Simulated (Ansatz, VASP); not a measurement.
Two plane-wave programs on Sn

```
Sn
1.0
    -1.92438    1.85819    1.89129
     1.92438   -1.85819    1.89129
     1.92438    1.85819   -1.89129
Sn
1
Direct
  0.00000 0.00000 0.00000
```

Change from the starting cell: strain +0.0175 x Voigt [1, -1, 0, 0, 0, 0], atoms carried along.

Alike in both runs: task single point; functional r2SCAN; k mesh 22 × 22 × 22; occupations gaussian, width 0.15 eV; no spin polarisation.

|  | VASP | Ansatz |
| --- | --- | --- |
| version | VASP 6.6.1 | Ansatz 0.2.0 |
| potentials or method | VASP PAW PBE potentials, release 64 (Sn_d), cutoff 520 eV | scalar-relativistic, plane waves, PAW |
| valence electrons in the cell | 14 | 14 |

```tsv
	VASP	Ansatz	Ansatz less VASP
gap on the k mesh at the Fermi level (eV)	none	none	-
pressure (GPa)	-0.2	-0.3	-0.01
traceless stress, the component that is largest in VASP (GPa)	-0.31	-0.32	-0.002
```

VASP's potentials were made for PBE, not for r2SCAN. A gap of «none» marks a metal or a gap that the smearing closes.
